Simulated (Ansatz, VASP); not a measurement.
## One calculation of SnTe, two programs

```
CELL_PARAMETERS angstrom
0.00000 3.61115 3.61115
3.61115 0.00000 3.61115
3.61115 3.61115 0.00000
ATOMIC_POSITIONS crystal
Sn 0.00000 0.00000 0.00000
Te 0.75000 0.75000 0.75000
```

Alike in both runs: task single point; functional PBEsol; k mesh 6 × 6 × 6; no spin polarisation.

|  | VASP | Ansatz |
| --- | --- | --- |
| version | VASP 6.6.1 | Ansatz 0.2.0 |
| potentials or method | VASP PAW PBE potentials, release 64 (Sn_d, Te), cutoff 520 eV | plane waves, PAW |
| occupations | gaussian, width 0.01 eV | fixed |
| valence electrons in the cell | 20 | 30 |

|  | VASP | Ansatz | Ansatz less VASP |
| --- | --- | --- | --- |
| pressure (GPa) | -1.4 | -1.4 | +0.02 |

VASP's potentials were made for PBE, not for PBEsol. VASP's potentials hold 20 valence electrons a cell and Ansatz's 30, so a difference there can come from the potentials and not from the codes.

Spin-orbit coupling is off throughout.
